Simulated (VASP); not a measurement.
Crystal: NaCl.

```
Na Cl
1.0
     0.00000    2.84709    2.84709
     2.84709    0.00000    2.84709
     2.84709    2.84709    0.00000
Na Cl
1 1
Direct
  0.00000 0.00000 0.00000
  0.50000 0.50000 0.50000
```

| Quantity | Value |
| --- | --- |
| Program | VASP 6.6.1 |
| Task | relaxation of cell and atoms |
| Functional | PBEsol |
| Potentials or basis | VASP PAW PBE potentials, release 64 (Na_pv, Cl) |
| Cutoff | 600 eV |
| k mesh | 8 × 8 × 8 |
| Occupations | fermi-dirac, width 0.02 eV |
| Spin | no spin polarisation |

At the start: pressure -1.1 GPa; volume 23.08 Å³/atom.

Problem. How do energy, volume and symmetry change on relaxing?

Solution. Over 4 steps the energy falls by 3.8 meV/atom and the volume is 22.01 Å³/atom (-4.6 %); space group Fm-3m (No. 225, to 0.05 Å).

Step by step:
```
step  energy change (eV)  largest force (eV/Å)  pressure (GPa)  volume (Å³)
   1              0.0000                0.0000           -1.10        46.16
   2             -0.0056                0.0000           -0.60        45.11
   3             -0.0076                0.0000           -0.04        44.08
   4             -0.0077                0.0000            0.01        44.02
```

Final structure:
```
Na Cl
1.0
     0.00000    2.80238    2.80238
     2.80238    0.00000    2.80238
     2.80238    2.80238    0.00000
Na Cl
1 1
Direct
  0.00000 0.00000 0.00000
  0.50000 0.50000 0.50000
```

Caveat: the PAW data sets were made with another functional, which shifts forces and pressure a little.
